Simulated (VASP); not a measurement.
CaSe, 2 atoms in the cell. It takes space group Fm-3m (No. 225, cubic). Conventional cell: a = 5.940 Å, b = 5.940 Å, c = 5.940 Å, α = 90.00°, β = 90.00°, γ = 90.00°. Within 3.9 Å of Ca (site symmetry m-3m) lie 6 Se at 2.97 Å. Se (site symmetry m-3m) has 6 Ca at 2.97 Å within 3.9 Å. 

- Program: VASP 6.6.1
- Task: single point
- Functional: PBE
- Potentials or basis: VASP PAW PBE potentials, release 64 (Ca_sv, Se)
- Cutoff: 500 eV
- k mesh: 6 × 6 × 6
- Occupations: gaussian, width 0.1 eV
- Spin: no spin polarisation
- Dipole correction: no
- Further INCAR settings: ALGO = Normal; EDIFF = 1e-06; NBANDS = 15

Potentials or basis: VASP PAW PBE potentials, release 64 (Ca_sv, Se).

Command:

```bash
$ cat potpaw_PBE.64/Ca_sv/POTCAR potpaw_PBE.64/Se/POTCAR > POTCAR
$ mpirun -np 1 vasp_std > vasp.out
```

Hardware: 1 thread of Intel(R) Xeon(R) Platinum 8175M CPU @ 2.50GHz (Skylake/Cascade Lake) (shared host).

Task: How long does it take, and how much memory?

Result: It took 16 s on 1 thread of Intel(R) Xeon(R) Platinum 8175M CPU @ 2.50GHz (Skylake/Cascade Lake), with other jobs on the host, peak memory 0.17 GiB. Counts: scf iterations 13, k points 16.
